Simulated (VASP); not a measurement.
Crystal: TaN.

```xyz
2
Lattice="0.0000 2.2113 2.2113 2.2113 0.0000 2.2113 2.2113 2.2113 0.0000" Properties=species:S:1:pos:R:3 pbc="T T T"
Ta    2.2113    2.2113    2.2113
N     0.0000    0.0000    0.0000
```

| Quantity | Value |
| --- | --- |
| Program | VASP 6.6.1 |
| Task | relaxation of cell and atoms |
| Functional | RPBE |
| Dispersion | D3(BJ) |
| Potentials or basis | VASP PAW PBE potentials, release 64 (Ta_pv, N) |
| Cutoff | 600 eV |
| k mesh | 10 × 10 × 10 |
| Occupations | fermi-dirac, width 0.05 eV |
| Spin | no spin polarisation |

At the start: pressure -39.5 GPa; volume 10.81 Å³/atom.

Where does the relaxation end?

Over 5 steps the energy falls by 155.0 meV/atom and the volume is 9.67 Å³/atom (-10.5 %); space group Fm-3m (No. 225, to 0.05 Å).

The path:
```
step  energy change (eV)  largest force (eV/Å)  pressure (GPa)  volume (Å³)
   1              0.0000                0.0000          -39.46        21.63
   2              2.7661                0.0000          254.35        14.32
   3             -0.3054                0.0000           -5.72        19.60
   4             -0.3096                0.0000           -1.85        19.43
   5             -0.3101                0.0000            0.01        19.35
```

Final structure:
```xyz
2
Lattice="0.0000 2.1307 2.1307 2.1307 0.0000 2.1307 2.1307 2.1307 0.0000" Properties=species:S:1:pos:R:3 pbc="T T T"
Ta    2.1307    2.1307    2.1307
N     0.0000    0.0000    0.0000
```

Caveat: the PAW data sets were made with another functional, which shifts forces and pressure a little; pairwise dispersion overbinds metals, which lowers pressure and volume.
